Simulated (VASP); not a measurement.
# Ge2Sb2Te5 (P-3m1) in VASP: single point with PBE+D3(BJ)

Aim: the single point of Ge2Sb2Te5 with PBE+D3(BJ).

All numbers are computed with VASP 6.6.1; they aren't measurements. Logs are shortened: lines on timing, memory, paths and dates and some standing lists are left out, and cuts for length are marked.

## (1) The cell of the first run

Symmetry: P-3m1, No. 164, trigonal system. Conventional cell: a = 4.232 Å, b = 4.232 Å, c = 16.850 Å, α = 90.00°, β = 90.00°, γ = 120.00°. Within 3.9 Å of Ge (site symmetry 3m) lie 6 Te at 2.95 to 2.98 Å. Sb (site symmetry 3m) has 6 Te at 2.99 to 3.16 Å within 3.9 Å. Within 3.9 Å of Te (site symmetry -3m) lie 6 Ge at 2.98 Å. Within 3.9 Å of Te (site symmetry 3m) lie 3 Ge at 2.95 Å and 3 Sb at 3.16 Å. Te (site symmetry 3m) has 3 Sb at 2.99 Å and 3 Te at 3.62 Å within 3.9 Å.

## (2) Single point, PBE+D3(BJ)

File INCAR:

```
SYSTEM = Ge2Sb2Te5
PREC     = Accurate       ! precision mode
ENCUT    = 520            ! plane-wave cutoff, eV
EDIFF    = 1E-6           ! SCF threshold, eV
ISMEAR   = 0              ! smearing method
SIGMA    = 0.05           ! smearing width, eV
LREAL    = .FALSE.        ! projectors in reciprocal space
LASPH    = .TRUE.         ! aspherical terms in the spheres
NELM     = 80             ! most SCF steps
ALGO     = Normal         ! electronic algorithm
ISIF     = 2              ! what is computed and relaxed
LWAVE    = .FALSE.        ! write WAVECAR
LCHARG   = .FALSE.        ! write CHGCAR
GGA      = PE             ! functional
IVDW     = 12             ! dispersion correction
NBANDS   = 44             ! bands
```

File KPOINTS:

```
Automatic mesh
0
G
  10 10 2
  0 0 0
```

File POSCAR:

```
Ge2Sb2Te5
1.0
    4.2318496344      0.0000000000      0.0000000000
   -2.1159248172      3.6648892884      0.0000000000
    0.0000000000      0.0000000000     16.8495924964
Ge Sb Te
2 2 5
Direct
    0.3333333333      0.6666666667      0.8991738485
    0.6666666667      0.3333333333      0.1008261515
    0.0000000000      0.0000000000      0.6816482048
    0.0000000000      0.0000000000      0.3183517952
    0.0000000000      0.0000000000      0.0000000000
    0.6666666667      0.3333333333      0.8005631447
    0.3333333333      0.6666666667      0.1994368553
    0.3333333333      0.6666666667      0.5790719883
    0.6666666667      0.3333333333      0.4209280117
```

Potentials or basis: VASP PAW PBE potentials, release 64 (Ge_d, Sb, Te).

Run with:

```bash
> cat potpaw_PBE.64/Ge_d/POTCAR potpaw_PBE.64/Sb/POTCAR potpaw_PBE.64/Te/POTCAR > POTCAR
> mpirun -np 1 vasp_std > vasp.out
```

OUTCAR:

```text
SYSTEM = Ge2Sb2Te5
   PREC = Accurate
   ENCUT = 520
   EDIFF = 1E-6
   ISMEAR = 0
   LREAL = .FALSE.
   LASPH = .TRUE.
   NELM = 80
   ISIF = 2
   GGA = PE
   IVDW = 12
 IVDW          = 12

 ion  position               nearest neighbor table
   1  0.333  0.667  0.899-   6 2.95   6 2.95   6 2.95   5 2.98   5 2.98   5 2.98
   2  0.667  0.333  0.101-   7 2.95   7 2.95   7 2.95   5 2.98   5 2.98   5 2.98
   3  0.000  0.000  0.682-   8 2.99   8 2.99   8 2.99   6 3.16   6 3.16   6 3.16
   4  0.000  0.000  0.318-   9 2.99   9 2.99   9 2.99   7 3.16   7 3.16   7 3.16
   5  0.000  0.000  0.000-   1 2.98   2 2.98   2 2.98   1 2.98   2 2.98   1 2.98
   6  0.667  0.333  0.801-   1 2.95   1 2.95   1 2.95   3 3.16   3 3.16   3 3.16
   7  0.333  0.667  0.199-   2 2.95   2 2.95   2 2.95   4 3.16   4 3.16   4 3.16
   8  0.333  0.667  0.579-   3 2.99   3 2.99   3 2.99   9 3.62   9 3.62   9 3.62
   9  0.667  0.333  0.421-   4 2.99   4 2.99   4 2.99   8 3.62   8 3.62   8 3.62

  LATTYP: Found a hexagonal cell.
 ALAT       =     4.2318496344
 C/A-ratio  =     3.9816141763

  Lattice vectors:

 A1 = (   4.2318496344,   0.0000000000,   0.0000000000)
 A2 = (  -2.1159248172,   3.6648892884,   0.0000000000)
 A3 = (   0.0000000000,   0.0000000000,  16.8495924964)

Analysis of symmetry for initial positions (statically):
=====================================================================
 Subroutine PRICEL returns:
 Original cell was already a primitive cell.

 Routine SETGRP: Setting up the symmetry group for a
 hexagonal supercell.

 Subroutine GETGRP returns: Found 12 space group operations
 (whereof 12 operations were pure point group operations)
 out of a pool of 24 trial point group operations.

The static configuration has the point symmetry D_3d.

Analysis of symmetry for dynamics (positions and initial velocities):
=====================================================================
 Subroutine PRICEL returns:
 Original cell was already a primitive cell.

 Routine SETGRP: Setting up the symmetry group for a
 hexagonal supercell.

 Subroutine GETGRP returns: Found 12 space group operations
 (whereof 12 operations were pure point group operations)
 out of a pool of 24 trial point group operations.

The dynamic configuration has the point symmetry D_3d.

 Subroutine INISYM returns: Found 12 space group operations
 (whereof 12 operations are pure point group operations),
 and found     1 'primitive' translations

----------------------------------------------------------------------------------------

                                     Primitive cell

  volume of cell :     261.3247

  direct lattice vectors                    reciprocal lattice vectors
[... 115 lines left out ...]
   EFERMI =   0.00;   METHOD = LEGACY
   ISMEAR =     0;   SIGMA  =   0.05  broadening in eV -4-tet -1-fermi 0-gaus
   EFERMI_NEDOS =   21; number of points for ismear=-14 and -15
   IALGO  =     38    algorithm
   IMIX   =      4    mixing-type and parameters
     AMIX     =   0.40;   BMIX     =  1.00
     AMIX_MAG =   1.60;   BMIX_MAG =  1.00
  volume/ion in A,a.u.               =      29.04       195.95
  Fermi-wavevector in a.u.,A,eV,Ry     =   1.045164  1.975073 14.862557  1.092367
  Thomas-Fermi vector in A             =   2.179948
   LORBIT       =      0    0 simple, 1 ext, 2 COOP (PROOUT), +10 PAW based schemes
   GGA     = PE    functional components
   LHFCALC =     F    Hartree Fock is set to
   AEXX    =    0.0000 exact exchange contribution
   IVDW    =    12    specifies the selected vdW correction
   LEPSILON=     F    determine dielectric tensor
   LRPA    =     F    only Hartree local field effects (RPA)
 non-spin polarized calculation
 Gauss-broadening in eV      SIGMA  =   0.05
  energy-cutoff  :      520.00
  volume of cell :      261.32
 maximum number of plane-waves:      7080
 NGX is ok and might be reduce to    32
   NGX = 15   NGY = 15   NGZ = 63

 number of electron      67.9999996 magnetization

 Free energy of the ion-electron system (eV)
  ---------------------------------------------------
  ext. energy  EPLUGINS =         0.00000000
  ---------------------------------------------------
  free energy    TOTEN  =       -33.87529653 eV

  energy without entropy =      -33.87517026  energy(sigma->0) =      -33.87523340

 E-fermi :   6.9124     XC(G=0):  -9.6237

 val. band max:        6.8653193446   @ k =   0.0000   0.0000   0.0000
 cond. band min:       6.9719772565   @ k =   0.0000   0.0000   0.0000
 fundamental gap:      0.1066579119
 Fermi energy:         6.9123525949

 k-point     1 :       0.0000    0.0000    0.0000
  band No.  band energies     occupation
      1     -18.1989      2.00000
      2     -18.1989      2.00000
      3     -18.1980      2.00000
      4     -18.1980      2.00000
      5     -18.1923      2.00000
      6     -18.1921      2.00000
[... 1117 lines left out ...]
     43      10.2407      0.00000
     44      10.4975      0.00000

 [... further k-points ...]

------------------------ aborting loop because EDIFF is reached ----------------------------------------

 Edisp (eV)   -3.89307

 E8    (eV) :    -1.7872

  FORCE on cell =-STRESS in cart. coord.  units (eV):
  Direction    XX          YY          ZZ          XY          YZ          ZX
  --------------------------------------------------------------------------------------
  -------------------------------------------------------------------------------------
  Total      -0.00517    -0.00517     0.02246     0.00000     0.00000     0.00000
  in kB      -0.03169    -0.03169     0.13768     0.00000     0.00000     0.00000
  external pressure =        0.02 kB  Pullay stress =        0.00 kB

 VOLUME and BASIS-vectors are now :
 -----------------------------------------------------------------------------
  energy-cutoff  :      520.00
  volume of cell :      261.32
      direct lattice vectors                 reciprocal lattice vectors
     4.231849634  0.000000000  0.000000000     0.236303292  0.136429769  0.000000000
    -2.115924817  3.664889288  0.000000000     0.000000000  0.272859539  0.000000000
     0.000000000  0.000000000 16.849592496     0.000000000  0.000000000  0.059348616

 POSITION                                       TOTAL-FORCE (eV/Angst)
 -----------------------------------------------------------------------------------
     -0.00000      2.44326     15.15071        -0.000000      0.000000     -0.000189
      2.11592      1.22163      1.69888         0.000000     -0.000000      0.000189
      0.00000      0.00000     11.48549         0.000000      0.000000      0.024367
      0.00000      0.00000      5.36410        -0.000000      0.000000     -0.024367
      0.00000      0.00000      0.00000         0.000000      0.000000      0.000000
      2.11592      1.22163     13.48916        -0.000000     -0.000000     -0.010206
     -0.00000      2.44326      3.36043         0.000000      0.000000      0.010206
     -0.00000      2.44326      9.75713         0.000000     -0.000000     -0.021112
      2.11592      1.22163      7.09247        -0.000000      0.000000      0.021112
 -----------------------------------------------------------------------------------
    total drift:                               -0.000000      0.000000      0.000000

  FREE ENERGIE OF THE ION-ELECTRON SYSTEM (eV)
  ---------------------------------------------------
  free  energy   TOTEN  =       -37.7683622686 eV

  energy  without entropy=      -37.7682360004  energy(sigma->0) =      -37.76829913
```

Wall time 16 min (1 thread of Intel Xeon 8259CL, shared host); peak memory 0.53 GiB.

What came out:

```
Free energy                : -37.7684 eV
Pressure                   : 0.0 GPa
Largest force              : 0.024 eV/Å
Band gap on the k mesh     : 0.11 eV
Dispersion energy per atom : -0.433 eV
```

Forces on the atoms (eV/Å):
```
Ge   0.000  0.000  0.000
Ge   0.000  0.000  0.000
Sb   0.000  0.000  0.024
Sb   0.000  0.000 -0.024
Te   0.000  0.000  0.000
Te   0.000  0.000 -0.010
Te   0.000  0.000  0.010
Te   0.000  0.000 -0.021
Te   0.000  0.000  0.021
```

Caveat: spin-orbit coupling is left out, which moves the levels of the heavy elements. A k mesh can miss the band edges.
